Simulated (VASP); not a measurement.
SnO2:

```
CELL_PARAMETERS angstrom
4.76482 0.00000 0.00000
0.00000 4.76482 0.00000
0.00000 0.00000 3.20750
ATOMIC_POSITIONS crystal
Sn 0.50000 0.50000 0.50000
Sn 0.00000 0.00000 0.00000
O 0.19403 0.80597 0.50000
O 0.80597 0.19403 0.50000
O 0.30597 0.30597 0.00000
O 0.69403 0.69403 0.00000
```

* Program: VASP 6.6.1
* Task: relaxation of cell and atoms
* Functional: PBE
* Potentials or basis: VASP PAW PBE potentials, release 64 (Sn_d, O)
* Cutoff: 600 eV
* k mesh: 6 × 6 × 8
* Occupations: gaussian, width 0.02 eV
* Spin: no spin polarisation

At the start: pressure 7.3 GPa; volume 12.14 Å³/atom.

Question: How do energy, volume and symmetry change on relaxing?

Answer: Over 13 steps the energy falls by 10.1 meV/atom and the volume is 12.61 Å³/atom (+3.9 %); space group P4_2/mnm (No. 136, to 0.1 Å) before and after.

The path:
```csv
step,energy change (eV),largest force (eV/Å),pressure (GPa),volume (Å³)
1,0.0000,0.0408,7.28,72.82
2,0.0188,0.2360,-7.02,78.79
3,-0.0587,0.1010,0.01,75.51
4,-0.0587,0.0984,0.14,75.45
5,-0.0605,0.0096,0.10,75.57
6,-0.0605,0.0110,0.08,75.59
7,-0.0605,0.0116,0.09,75.60
8,-0.0605,0.0165,0.07,75.60
9,-0.0606,0.0061,-0.06,75.67
10,-0.0606,0.0075,-0.03,75.66
11,-0.0606,0.0066,-0.02,75.67
12,-0.0606,0.0059,-0.03,75.67
13,-0.0606,0.0020,0.04,75.64
```

Final structure:
```cif
data_structure
_symmetry_space_group_name_H-M 'P 1'
_symmetry_Int_Tables_number 1
_cell_length_a 4.8304
_cell_length_b 4.8304
_cell_length_c 3.2420
_cell_angle_alpha 90.000
_cell_angle_beta 90.000
_cell_angle_gamma 90.000
_cell_volume 75.64
loop_
_atom_site_label
_atom_site_type_symbol
_atom_site_fract_x
_atom_site_fract_y
_atom_site_fract_z
_atom_site_occupancy
Sn1 Sn 0.50000 0.50000 0.50000 1
Sn2 Sn 0.00000 0.00000 0.00000 1
O1 O 0.19345 0.80655 0.50000 1
O2 O 0.80655 0.19345 0.50000 1
O3 O 0.30655 0.30655 0.00000 1
O4 O 0.69345 0.69345 0.00000 1
```
